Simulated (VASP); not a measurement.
# La (Fm-3m) in VASP: further runs, part 2 of 2

VASP 6.6.1. Earlier steps stand in the parts before.

### Step 3. Single point, PBE

This run uses another cell than the first one: it holds 4 atoms, not 1.

File INCAR:

```
SYSTEM = La
PREC     = Accurate       ! precision mode
ENCUT    = 520            ! plane-wave cutoff, eV
EDIFF    = 1E-6           ! SCF threshold, eV
ISMEAR   = 0              ! smearing method
SIGMA    = 0.2            ! smearing width, eV
LREAL    = .False.        ! projectors in reciprocal space
LASPH    = .True.         ! aspherical terms in the spheres
NELM     = 100            ! most SCF steps
ALGO     = Fast           ! electronic algorithm
ISIF     = 2              ! what is computed and relaxed
LWAVE    = .False.        ! write WAVECAR
LCHARG   = .False.        ! write CHGCAR
GGA      = PE             ! functional
NBANDS   = 30             ! bands
```

File KPOINTS:

```
Automatic mesh
0
Gamma
  6 4 4
  0 0 0
```

File POSCAR:

```
La
1.0
   -2.6398052337      0.0000000000     -2.6398052337
   -2.6398052337     -5.2796104674      2.6398052337
   -2.6398052337      5.2796104674      2.6398052337
La
4
Direct
    0.0000000000      0.0000000000      0.0000000000
    0.5000000000      0.5000000000      1.0000000000
    0.5000000000      0.0000000000      0.5000000000
    0.0000000000      0.5000000000      0.5000000000
```

Potentials or basis: VASP PAW PBE potentials, release 64 (La).

On the command line:

```sh
cat potpaw_PBE.64/La/POTCAR > POTCAR
mpirun -np 1 vasp_std > vasp.out
```

OUTCAR:

```text
SYSTEM = La
   PREC = Accurate
   ENCUT = 520
   EDIFF = 1E-6
   ISMEAR = 0
   LREAL = .False.
   LASPH = .True.
   NELM = 100
   ISIF = 2
   GGA = PE

 ion  position               nearest neighbor table
   1  0.000  0.000  0.000-
   2  0.500  0.500  0.000-
   3  0.500  0.000  0.500-
   4  0.000  0.500  0.500-

  LATTYP: Found a base centered orthorhombic cell.
 ALAT       =     7.4664967270
 B/A-ratio  =     1.4142135624
 C/A-ratio  =     0.5000000000

  Lattice vectors:

 A1 = (  -2.6398052337,  -5.2796104674,   2.6398052337)
 A2 = (  -2.6398052337,   5.2796104674,   2.6398052337)
 A3 = (  -2.6398052337,   0.0000000000,  -2.6398052337)

Analysis of symmetry for initial positions (statically):
=====================================================================
 Subroutine PRICEL returns following result:

  LATTYP: Found a face centered cubic cell.
 ALAT       =     5.2796104674

  Lattice vectors:

 A1 = (   0.0000000000,  -2.6398052337,   2.6398052337)
 A2 = (  -2.6398052337,   0.0000000000,   2.6398052337)
[... 181 lines left out ...]
  energy without entropy =      -19.43308606  energy(sigma->0) =      -19.51381349

 E-fermi :   7.9421     XC(G=0):  -9.5974

 val. band max:        7.9190562833   @ k =   0.1667   0.2500   0.2500
 cond. band min:       7.9647876259   @ k =   0.3333   0.2500   0.0000
 fundamental gap:      0.0457313426
 Fermi energy:         7.9421452981

 k-point     1 :       0.0000    0.0000    0.0000
  band No.  band energies     occupation
      1     -24.8867      2.00000
      2     -24.6832      2.00000
      3     -24.6832      2.00000
      4     -24.6165      2.00000
      5      -9.2875      2.00000
      6      -9.2875      2.00000
[... 781 lines left out ...]
     29       9.7792      0.00000
     30       9.8183      0.00000

 [... further k-points ...]

------------------------ aborting loop because EDIFF is reached ----------------------------------------

  FORCE on cell =-STRESS in cart. coord.  units (eV):
  Direction    XX          YY          ZZ          XY          YZ          ZX
  --------------------------------------------------------------------------------------
  -------------------------------------------------------------------------------------
  Total        0.2547753      0.1436319      0.2547753      0.0000000      0.0000000      0.1195233
  in kB        2.7737174      1.5637083      2.7737174      0.0000000      0.0000000      1.3012401
  external PRESSURE =       2.3703810 kB  Pullay stress =       0.0000000 kB

 VOLUME and BASIS-vectors are now :
 -----------------------------------------------------------------------------
  energy-cutoff  :      520.00
  volume of cell :      147.17
      direct lattice vectors                 reciprocal lattice vectors
    -2.639805234  0.000000000 -2.639805234    -0.189407913  0.000000000 -0.189407913
    -2.639805234 -5.279610467  2.639805234    -0.094703956 -0.094703956  0.094703956
    -2.639805234  5.279610467  2.639805234    -0.094703956  0.094703956  0.094703956

 POSITION                                       TOTAL-FORCE (eV/Angst)
 -----------------------------------------------------------------------------------
      0.00000      0.00000      0.00000         0.000000      0.000000      0.000000
     -2.63981     -2.63981      0.00000         0.000000      0.000000      0.000000
     -2.63981      2.63981      0.00000        -0.000000     -0.000000     -0.000000
     -2.63981      0.00000      2.63981        -0.000000     -0.000000     -0.000000
 -----------------------------------------------------------------------------------
    total drift:                               -0.000000      0.000000      0.000000

  FREE ENERGIE OF THE ION-ELECTRON SYSTEM (eV)
  ---------------------------------------------------
  free  energy   TOTEN  =       -19.5945409182 eV

  energy  without entropy=      -19.4330860600  energy(sigma->0) =      -19.51381349
```

Run time: 4.4 min. Hardware: 1 thread of Intel Xeon 6975P-C (Granite Rapids), shared host; peak memory 0.31 GiB.

Results:

* Free energy: -19.5945 eV
* Pressure: 0.2 GPa
* Band gap on the k mesh: zero (bands 22 and 23 overlap by 1.49 eV)

Levels at points of the mesh, in eV from the Fermi level:
```tsv
k point	band 19	band 20	band 21	band 22	band 23	band 24	band 25	band 26
(0.00, 0.00, 0.00)	-1.70	-1.70	-1.39	1.31	1.31	1.34	1.35	1.36
(0.50, 0.00, 0.00)	-0.37	-0.37	0.27	0.27	0.32	0.32	0.45	0.45
(0.00, 0.50, 0.00)	-1.09	-1.09	-0.17	-0.17	0.54	0.54	1.02	1.02
(0.50, 0.50, 0.00)	-1.10	-1.10	-0.17	-0.17	-0.17	-0.17	1.02	1.02
(0.00, 0.50, 0.50)	-0.47	-0.47	-0.37	-0.37	0.27	0.27	0.32	0.32
(0.50, 0.50, 0.50)	-1.70	-1.70	-1.39	-1.39	1.30	1.30	1.36	1.36
```

Caveat: spin-orbit coupling is left out, which moves the levels of the heavy elements.

### Step 4. Single point, r2SCAN

File POSCAR:

```
La
1.0
    0.0000000000      2.6398052337      2.6398052337
    2.6398052337      0.0000000000      2.6398052337
    2.6398052337      2.6398052337      0.0000000000
La
1
Direct
    0.0000000000      0.0000000000      0.0000000000
```

File INCAR.step1:

```
SYSTEM = La
PREC = Accurate
ENCUT = 520
ISMEAR = 0
SIGMA = 0.1
LREAL = .False.
LASPH = .True.
NELM = 100
NBANDS = 12
GGA = PE
ALGO = Normal
EDIFF = 1E-4
LWAVE = .True.
LCHARG = .False.
```

File INCAR.step2:

```
SYSTEM = La
PREC = Accurate
ENCUT = 520
EDIFF = 1E-6
ISMEAR = 0
SIGMA = 0.1
LREAL = .False.
LASPH = .True.
NELM = 100
ALGO = Normal
ISIF = 2
LWAVE = .False.
LCHARG = .True.
METAGGA = R2SCAN
LMIXTAU = .True.
LELF = .True.
LVHAR = .True.
NBANDS = 12
ISTART = 1
```

File KPOINTS:

```
Automatic mesh
0
Gamma
  18 18 18
  0 0 0
```

On the command line:

```sh
cat potpaw_PBE.64/La/POTCAR > POTCAR
cp INCAR.step1 INCAR
mpirun -np 1 vasp_std > vasp.out
cp INCAR.step2 INCAR
mpirun -np 1 vasp_std > vasp.out
```

Run time: 2.9 min. Hardware: 1 thread of Intel Xeon 6975P-C (Granite Rapids), shared host; peak memory 0.25 GiB.

The run converged. Its results:

| Item | Value |
| --- | --- |
| Free energy | -29.7332 eV |
| Pressure | 0.2 GPa |
| Band gap on the k mesh | zero (an odd number of electrons rules out a gap without spin polarisation) |

Levels at points of the mesh, in eV from the Fermi level:
```tsv
k point	band 2	band 3	band 4	band 5	band 6	band 7	band 8	band 9
(0.00, 0.00, 0.00)	-16.52	-16.52	-16.52	-3.30	1.54	1.68	1.68	1.68
(0.50, 0.00, 0.00)	-18.01	-16.71	-16.71	-1.77	1.44	1.44	1.55	2.10
(0.50, 0.50, 0.00)	-17.91	-17.04	-17.04	-2.12	-1.48	2.21	2.25	2.25
```

Caveat: the PAW data sets were made with another functional, which shifts forces and pressure a little; spin-orbit coupling is left out, which moves the levels of the heavy elements.

### Step 5. Relaxation of cell and atoms, PBE

This run uses another cell than the first one, of 36.69 Å³/atom.

File INCAR:

```
SYSTEM = La
ALGO     = Normal         ! electronic algorithm
EDIFF    = 1E-6           ! SCF threshold, eV
EDIFFG   = -0.01          ! ionic threshold
ENCUT    = 600            ! plane-wave cutoff, eV
GGA      = PE             ! functional
IBRION   = 2              ! ionic algorithm
ISIF     = 3              ! what is computed and relaxed
ISMEAR   = 0              ! smearing method
LASPH    = .TRUE.         ! aspherical terms in the spheres
LCHARG   = .FALSE.        ! write CHGCAR
LREAL    = .FALSE.        ! projectors in reciprocal space
LWAVE    = .FALSE.        ! write WAVECAR
NELM     = 80             ! most SCF steps
NSW      = 100            ! ionic steps
PREC     = Accurate       ! precision mode
SIGMA    = 0.1            ! smearing width, eV
```

File KPOINTS:

```
k-points
0
G
  18 18 18
  0 0 0
```

File POSCAR:

```
La
1.0
    0.0000000000      2.6374569599      2.6374569599
    2.6374569599      0.0000000000      2.6374569599
    2.6374569599      2.6374569599      0.0000000000
La
1
Direct
    0.0000000000      0.0000000000      0.0000000000
```

On the command line:

```sh
cat potpaw_PBE.64/La/POTCAR > POTCAR
mpirun -np 1 vasp_std > vasp.out
```

Run time: 88 s. Hardware: 1 thread of Intel Xeon 6975P-C (Granite Rapids), shared host; peak memory 0.27 GiB.

Results (log left out):

```
Free energy                           : -4.8854 eV
Relaxed volume                        : 36.91 Å³/atom
Relaxed cell                          : a = 3.737 Å, b = 3.737 Å, c = 3.737 Å, α = 60.00°, β = 60.00°, γ = 60.00°
Space group after relaxing (to 0.1 Å) : Fm-3m (No. 225)
Energy gained by relaxing             : 0.2 meV/atom
Ionic steps                           : 2
Pressure after relaxing               : 0.0 GPa
Band gap on the k mesh                : zero (an odd number of electrons rules out a gap without spin polarisation)
```

The path:
| step | energy change (eV) | largest force (eV/Å) | pressure (GPa) | volume (Å³) |
| --- | --- | --- | --- | --- |
| 1 | 0.0000 | 0.0000 | 0.18 | 36.69 |
| 2 | -0.0002 | 0.0000 | 0.04 | 36.91 |

Final structure:
```xyz
1
Lattice="0.0000 2.6427 2.6427 2.6427 0.0000 2.6427 2.6427 2.6427 0.0000" Properties=species:S:1:pos:R:3 pbc="T T T"
La    2.6427    2.6427    0.0000
```

Levels at points of the mesh, in eV from the Fermi level:
```
           k point  band 2  band 3  band 4  band 5  band 6  band 7  band 8  band 9
(0.00, 0.00, 0.00)  -15.83  -15.83  -15.83   -3.17    1.32    1.50    1.50    1.50
(0.50, 0.00, 0.00)  -17.24  -16.01  -16.01   -1.71    1.29    1.29    1.34    1.85
(0.50, 0.50, 0.00)  -17.14  -16.33  -16.33   -1.99   -1.39    1.91    1.91    1.92
```

Caveat: spin-orbit coupling is left out, which moves the levels of the heavy elements.

### Step 6. Summary

```tsv
task	level	potentials or basis	cell	k mesh	cutoff (eV)	smearing	gap on the mesh (eV)	pressure (GPa)
single point	LDA	VASP PAW LDA potentials, release 64 (La)	a = 3.733 Å, angles 60.0°, 1 atom, atomic positions A	18 × 18 × 18	520	gaussian 0.1 eV	none	-3.5
single point	PBE	VASP PAW PBE potentials, release 64 (La)	a = 3.733, b = 6.466, c = 6.466 Å, angles 109.5, 90.0, 90.0°, 4 atoms, atomic positions B	6 × 4 × 4	520	gaussian 0.2 eV	none	0.2
single point	r2SCAN	VASP PAW PBE potentials, release 64 (La)	a = 3.733 Å, angles 60.0°, 1 atom, atomic positions A	18 × 18 × 18	520	gaussian 0.1 eV	none	0.2
relaxation of cell and atoms	PBE	VASP PAW PBE potentials, release 64 (La)	relaxed from a = 3.730 Å, angles 60.0°, 1 atom, atomic positions A	18 × 18 × 18	600	gaussian 0.1 eV	none	0.0
```

Alike in all rows: no spin polarisation.

Caveats: spin-orbit coupling is left out, which moves the levels of the heavy elements; the cell stands under tension (at least some runs); the PAW data sets were made with another functional, which shifts forces and pressure a little (at least some runs).

Absolute energies hang on the potentials; compare differences alone.
